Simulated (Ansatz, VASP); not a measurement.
# One calculation of NiO, two programs

```
Ni O
1.0
     0.00000    2.09131    2.07040
     2.09131    0.00000    2.07040
     2.09131    2.09131    0.00000
Ni O
1 1
Direct
  0.00000 0.00000 0.00000
  0.50000 0.50000 0.50000
```

Change from the starting cell: zz strain of -1 %, crystal datasets.

Alike in both runs: task electric field gradients; functional PBE; k mesh 17 × 17 × 17; occupations fermi-dirac, width 0.03 eV; collinear spin.

|  | VASP | Ansatz |
| --- | --- | --- |
| version | VASP 6.6.1 | Ansatz 0.2.0 |
| potentials or method | VASP PAW PBE potentials, release 64 (Ni, O), cutoff 520 eV | all-electron PAW with datasets made for the crystal, scalar-relativistic |

|  | VASP | Ansatz | Ansatz less VASP |
| --- | --- | --- | --- |
| pressure (GPa) | 5.7 | 6.6 | +0.85 |
| traceless stress, the component that is largest in VASP (GPa) | 0.74 | 0.72 | -0.024 |
| net moment per atom (μB) | 0.84 | 0.88 | +0.038 |
| size of the moment on the site where the two differ most (μB) | 1.39 | 1.42 | +0.031 |
| size of Vzz on the site where it differs most (V/Å²) | 2.1 | 2.3 | +0.22 |

Site moments also hang on the region over which each program counts them. Ansatz ran all-electron here, and VASP with PAW potentials.
